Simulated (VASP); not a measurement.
# TiRh3 (P4/mmm) in VASP: further runs, part 2 of 2

VASP 6.6.1. Earlier steps stand in the parts before.

## (3) Electric field gradients, LDA (equal xx and yy strain of +2 %)

INCAR reads:

```
SYSTEM = TiRh3
  PREC = Accurate
  ENCUT = 520
  EDIFF = 1E-8
  ISMEAR = -1
  SIGMA = 0.03
  LREAL = .FALSE.
  LASPH = .TRUE.
  NELM = 60
  ALGO = Normal
  ISIF = 2
  LWAVE = .FALSE.
  LCHARG = .FALSE.
  LEFG = .TRUE.
  NBANDS = 36
```

KPOINTS reads:

```
Automatic mesh
0
G
  10 10 10
  0 0 0
```

POSCAR reads:

```
TiRh3
1.0
    3.8984400000      0.0000000000      0.0000000000
    0.0000000000      3.8984400000      0.0000000000
    0.0000000000      0.0000000000      3.8220000000
Ti Rh
1 3
Direct
    0.0000000000      0.0000000000      0.0000000000
    0.0000000000      0.5000000000      0.5000000000
    0.5000000000      0.0000000000      0.5000000000
    0.5000000000      0.5000000000      0.0000000000
```

Potentials or basis: VASP PAW LDA potentials, release 64 (Ti_sv, Rh_pv).

Command:

```bash
> cat potpaw_LDA.64/Ti_sv/POTCAR potpaw_LDA.64/Rh_pv/POTCAR > POTCAR
> mpirun -np 1 vasp_std > vasp.out
```

OUTCAR:

```text
SYSTEM = TiRh3
   PREC = Accurate
   ENCUT = 520
   EDIFF = 1E-8
   ISMEAR = -1
   LREAL = .FALSE.
   LASPH = .TRUE.
   NELM = 60
   ISIF = 2

 ion  position               nearest neighbor table
   1  0.000  0.000  0.000-   2 2.73   3 2.73   2 2.73   3 2.73   2 2.73   2 2.73   3 2.73   3 2.73
                             4 2.76   4 2.76   4 2.76   4 2.76
   2  0.000  0.500  0.500-   1 2.73   4 2.73   1 2.73   4 2.73   1 2.73   1 2.73   4 2.73   4 2.73
                             3 2.76   3 2.76   3 2.76   3 2.76
   3  0.500  0.000  0.500-   1 2.73   4 2.73   1 2.73   4 2.73   4 2.73   4 2.73   1 2.73   1 2.73
                             2 2.76   2 2.76   2 2.76   2 2.76
   4  0.500  0.500  0.000-   2 2.73   3 2.73   2 2.73   3 2.73   3 2.73   3 2.73   2 2.73   2 2.73
                             1 2.76   1 2.76   1 2.76   1 2.76

  LATTYP: Found a simple tetragonal cell.
 ALAT       =     3.8984400000
 C/A-ratio  =     0.9803921569

  Lattice vectors:

 A1 = (   3.8984400000,   0.0000000000,   0.0000000000)
 A2 = (   0.0000000000,   3.8984400000,   0.0000000000)
 A3 = (   0.0000000000,   0.0000000000,   3.8220000000)

Analysis of symmetry for initial positions (statically):
=====================================================================
 Subroutine PRICEL returns:
 Original cell was already a primitive cell.

 Routine SETGRP: Setting up the symmetry group for a
 simple tetragonal supercell.

 Subroutine GETGRP returns: Found 16 space group operations
 (whereof 16 operations were pure point group operations)
 out of a pool of 16 trial point group operations.

The static configuration has the point symmetry D_4h.

Analysis of symmetry for dynamics (positions and initial velocities):
=====================================================================
 Subroutine PRICEL returns:
 Original cell was already a primitive cell.

 Routine SETGRP: Setting up the symmetry group for a
 simple tetragonal supercell.

 Subroutine GETGRP returns: Found 16 space group operations
 (whereof 16 operations were pure point group operations)
 out of a pool of 16 trial point group operations.

The dynamic configuration has the point symmetry D_4h.

 Subroutine INISYM returns: Found 16 space group operations
 (whereof 16 operations are pure point group operations),
 and found     1 'primitive' translations

----------------------------------------------------------------------------------------

                                     Primitive cell

  volume of cell :      58.0861

  direct lattice vectors                    reciprocal lattice vectors
     3.898440000  0.000000000  0.000000000     0.256512862  0.000000000  0.000000000
     0.000000000  3.898440000  0.000000000     0.000000000  0.256512862  0.000000000
     0.000000000  0.000000000  3.822000000     0.000000000  0.000000000  0.261643119

  length of vectors
     3.898440000  3.898440000  3.822000000     0.256512862  0.256512862  0.261643119

  position of ions in fractional coordinates (direct lattice)
     0.000000000  0.000000000  0.000000000
     0.000000000  0.500000000  0.500000000
     0.500000000  0.000000000  0.500000000
     0.500000000  0.500000000  0.000000000

  ion indices of the primitive-cell ions
   primitive index   ion index
[... 89 lines left out ...]
   EMIN   =  10.00;   EMAX   =-10.00  energy-range for DOS
   EFERMI =   0.00;   METHOD = LEGACY
   ISMEAR =    -1;   SIGMA  =   0.03  broadening in eV -4-tet -1-fermi 0-gaus
   EFERMI_NEDOS =   21; number of points for ismear=-14 and -15
   IALGO  =     38    algorithm
   IMIX   =      4    mixing-type and parameters
     AMIX     =   0.40;   BMIX     =  1.00
     AMIX_MAG =   1.60;   BMIX_MAG =  1.00
  volume/ion in A,a.u.               =      14.52        98.00
  Fermi-wavevector in a.u.,A,eV,Ry     =   1.626831  3.074264 36.008875  2.646578
  Thomas-Fermi vector in A             =   2.719725
   LORBIT       =      0    0 simple, 1 ext, 2 COOP (PROOUT), +10 PAW based schemes
   GGA     = CA    functional components
   LHFCALC =     F    Hartree Fock is set to
   AEXX    =    0.0000 exact exchange contribution
   IVDW    =     0    specifies the selected vdW correction
   LEPSILON=     F    determine dielectric tensor
   LRPA    =     F    only Hartree local field effects (RPA)
 non-spin polarized calculation
  energy-cutoff  :      520.00
  volume of cell :       58.09
 maximum number of plane-waves:      1584
 NGX is ok and might be reduce to    30
   NGX = 15   NGY = 15   NGZ = 15

 number of electron      57.0000028 magnetization

 Free energy of the ion-electron system (eV)
  ---------------------------------------------------
  ext. energy  EPLUGINS =         0.00000000
  ---------------------------------------------------
  free energy    TOTEN  =       -36.95104953 eV

  energy without entropy =      -36.93871853  energy(sigma->0) =      -36.94488403

 E-fermi :  10.3633     XC(G=0): -13.6713

 val. band max:       10.3516166278   @ k =   0.4000   0.0000   0.1000
 cond. band min:      10.3647470761   @ k =   0.0000   0.0000   0.4000
 fundamental gap:      0.0131304484
 Fermi energy:        10.3632737501

 k-point     1 :       0.0000    0.0000    0.0000
  band No.  band energies     occupation
      1     -45.9606      2.00000
      2     -35.8238      2.00000
      3     -35.8238      2.00000
      4     -35.8209      2.00000
      5     -35.5771      2.00000
      6     -35.5685      2.00000
[... 925 lines left out ...]
     35      13.4392      0.00000
     36      15.6796      0.00000

 [... further k-points ...]
[... 5 lines left out ...]
  --------------------------------------------------------------------------------------
  -------------------------------------------------------------------------------------
  Total       -6.8601882     -6.8601882     -5.6664061      0.0000000     -0.0000000      0.0000000
  in kB     -189.2231298   -189.2231298   -156.2952874      0.0000000     -0.0000000      0.0000000
  external PRESSURE =    -178.2471823 kB  Pullay stress =       0.0000000 kB

 VOLUME and BASIS-vectors are now :
 -----------------------------------------------------------------------------
  energy-cutoff  :      520.00
  volume of cell :       58.09
      direct lattice vectors                 reciprocal lattice vectors
     3.898440000  0.000000000  0.000000000     0.256512862  0.000000000  0.000000000
     0.000000000  3.898440000  0.000000000     0.000000000  0.256512862  0.000000000
     0.000000000  0.000000000  3.822000000     0.000000000  0.000000000  0.261643119

 POSITION                                       TOTAL-FORCE (eV/Angst)
 -----------------------------------------------------------------------------------
      0.00000      0.00000      0.00000         0.000000      0.000000      0.000000
      0.00000      1.94922      1.91100         0.000000      0.000000      0.000000
      1.94922      0.00000      1.91100         0.000000      0.000000      0.000000
      1.94922      1.94922      0.00000         0.000000      0.000000      0.000000
 -----------------------------------------------------------------------------------
    total drift:                                0.000000      0.000000     -0.000000

  FREE ENERGIE OF THE ION-ELECTRON SYSTEM (eV)
  ---------------------------------------------------
  free  energy   TOTEN  =       -36.9510495344 eV

  energy  without entropy=      -36.9387185339  energy(sigma->0) =      -36.94488403

 Electric field gradients (V/A^2)
---------------------------------------------------------------------
 ion       V_xx      V_yy      V_zz      V_xy      V_xz      V_yz
---------------------------------------------------------------------
   1       0.303     0.303    -0.607    -0.000    -0.000     0.000
   2     -29.674    16.480    13.194    -0.000    -0.000     0.000
   3      16.480   -29.674    13.194     0.000     0.000    -0.000
   4      12.751    12.751   -25.501    -0.000    -0.000     0.000
---------------------------------------------------------------------

 Electric field gradients after diagonalization (V/A^2)
 (convention: |V_zz| > |V_xx| > |V_yy|)
----------------------------------------------------------------------
 ion       V_xx      V_yy      V_zz     asymmetry (V_yy - V_xx)/ V_zz
----------------------------------------------------------------------
   1       0.303     0.303    -0.607       0.000
   2      16.480    13.194   -29.674       0.111
   3      16.480    13.194   -29.674       0.111
   4      12.751    12.751   -25.501       0.000
----------------------------------------------------------------------

           NMR quadrupolar parameters

 Cq : quadrupolar parameter    Cq=e*Q*V_zz/h
 eta: asymmetry parameters     (V_yy - V_xx)/ V_zz
 Q  : nuclear electric quadrupole moment in mb (millibarn)
----------------------------------------------------------------------
 ion       Cq(MHz)       eta       Q (mb)
----------------------------------------------------------------------
   1      -0.001       0.000       1.000
   2      -0.072       0.111       1.000
   3      -0.072       0.111       1.000
   4      -0.062       0.000       1.000
----------------------------------------------------------------------
```

stdout:

```text
POSCAR found type information on POSCAR TiRh
 POSCAR found :  2 types and       4 ions
 scaLAPACK will be used
 LDA part: xc-table for (Slater(with rela. corr.)+CA(PZ))
 , standard interpolation
 POSCAR, INCAR and KPOINTS ok, starting setup
 FFT: planning ... GRIDC
 FFT: planning ... GRID_SOFT
 FFT: planning ... GRID
 WAVECAR not read
 entering main loop
ion   1

ion   2

ion   3

ion   4
```

Run time: 4.9 min. Hardware: 1 thread of Intel Xeon Platinum 8375C at 2.90GHz (Ice Lake), shared host; peak memory 0.31 GiB.

What came out:

```yaml
Free_energy: -36.9510 eV
Pressure: -17.8 GPa
Band_gap_on_the_k_mesh: zero (an odd number of electrons rules out a gap without spin polarisation)
Largest_electric_field_gradient_by_atom: Ti -0.6; Rh -29.7, -25.5 (each value once) V/Å²
```

Stress tensor (GPa, compression positive):
```
-18.92   0.00   0.00
  0.00 -18.92   0.00
  0.00   0.00 -15.63
```

Electric field gradients, principal values (V/Å²):
```tsv
atom	least	middle	greatest (by size)
1 Ti	0.303	0.303	-0.607
2 Rh	13.194	16.480	-29.674
3 Rh	13.194	16.480	-29.674
4 Rh	12.751	12.751	-25.501
```

Caveat: the cell differs from its parent crystal (equal xx and yy strain of +2 %); the cell stands under tension; without QUAD_EFG the Cq values of the log hold for a quadrupole moment of 1 mb, not for the nuclei.
